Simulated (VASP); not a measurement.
A run of VASP 6.6.1 is set up as follows.

File INCAR:

```
PREC = Accurate ; ENCUT = 520
EDIFF = 1E-7 ; ISMEAR = -1
SIGMA = 0.01 ; LREAL = False
LASPH = True ; NELM = 150
ALGO = Normal ; ISIF = 2
LWAVE = False ; LCHARG = False
ISPIN = 2 ; MAGMOM = 1 1
LORBIT = 11 ; GGA = PE
NBANDS = 15
```

File KPOINTS:

```
Automatic mesh
0
Gamma
  11 11 11
```

POSCAR

```
MgO
1.0
    0.0000000000      2.1038258084      2.1992045000
    2.1038258084      0.0000000000      2.1992045000
    2.1038258084      2.1038258084      0.0000000000
Mg O
1 1
Direct
    0.0000000000      0.0000000000      0.0000000000
    0.5000000000      0.5000000000      0.5000000000
```

Potentials or basis: VASP PAW PBE potentials, release 64 (Mg, O).

The run is started by

```console
$ cat potpaw_PBE.64/Mg/POTCAR potpaw_PBE.64/O/POTCAR > POTCAR
$ mpirun -np 1 vasp_std > vasp.out
```

(1) Estimate the net moment.

(2) What does it give for the band gap on the k mesh?

Answers

(1) 0.00 μB per cell.

(2) 4.27 eV, direct.
